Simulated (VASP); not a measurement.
Write the native input for VASP 6.6.1 that does the following.

* Task: single point
* Functional: HSE06
* Potentials or basis: VASP PAW PBE potentials, release 64 (N, B)
* Cutoff: 520 eV
* k mesh: 6 × 6 × 2
* Occupations: fermi-dirac, width 0.05 eV
* Spin: no spin polarisation
* Dipole correction: no
* Grid for exact exchange (PRECFOCK): Normal
* Further INCAR settings: ALGO = Normal; EDIFF = 1e-06; NBANDS = 16
* Share of exact exchange: 0.25
* Screening parameter: 0.2079 1/Å

The system is BN.

```
CELL_PARAMETERS angstrom
2.49824 0.00000 0.00000
-1.24912 2.16354 0.00000
0.00000 0.00000 6.63570
ATOMIC_POSITIONS crystal
N 0.66667 0.33333 0.25000
N 0.33333 0.66667 0.75000
B 0.66667 0.33333 0.75000
B 0.33333 0.66667 0.25000
```

One way to write it, as run:

POSCAR

```
BN
1.0
    2.4982400000      0.0000000000      0.0000000000
   -1.2491200000      2.1635393048      0.0000000000
    0.0000000000      0.0000000000      6.6357000000
N B
2 2
Direct
    0.6666666667      0.3333333333      0.2500000000
    0.3333333333      0.6666666667      0.7500000000
    0.6666666667      0.3333333333      0.7500000000
    0.3333333333      0.6666666667      0.2500000000
```

INCAR.step1

```
ALGO = Normal
EDIFF = 1E-5
ENCUT = 520
GGA = PE
ISIF = 2
ISMEAR = -1
LASPH = True
LCHARG = False
LREAL = False
LWAVE = True
NBANDS = 16
NELM = 80
PREC = Accurate
SIGMA = 0.05
```

INCAR.step2

```
ALGO = Normal
EDIFF = 1E-6
ENCUT = 520
GGA = PE
HFSCREEN = 0.2079
ISIF = 2
ISMEAR = -1
ISTART = 1
LASPH = True
LCHARG = False
LHFCALC = True
LREAL = False
LWAVE = False
NBANDS = 16
NELM = 80
PREC = Accurate
PRECFOCK = Normal
SIGMA = 0.05
```

KPOINTS

```
k-points
0
Gamma
  6 6 2
```

Potentials or basis: VASP PAW PBE potentials, release 64 (N, B).

The run is started by

```sh
$ cat potpaw_PBE.64/N/POTCAR potpaw_PBE.64/B/POTCAR > POTCAR
$ cp INCAR.step1 INCAR
$ mpirun -np 1 vasp_std > vasp.out
$ cp INCAR.step2 INCAR
$ mpirun -np 1 vasp_std > vasp.out
```

It gave:

```yaml
Pressure: 0.3 GPa
Band_gap_on_the_k_mesh: 5.59 eV (least direct gap 6.07 eV)
```

Caveat: the k points lie up to 0.48 Å⁻¹ apart; the PAW data sets were made with another functional, which shifts forces and pressure a little; this functional lacks dispersion, which binds the layers, so the pressure and a relaxed spacing across them are unreliable.

It took 8.6 min on 1 thread of AMD EPYC 7R13 (shared host), peak memory 0.22 GiB.
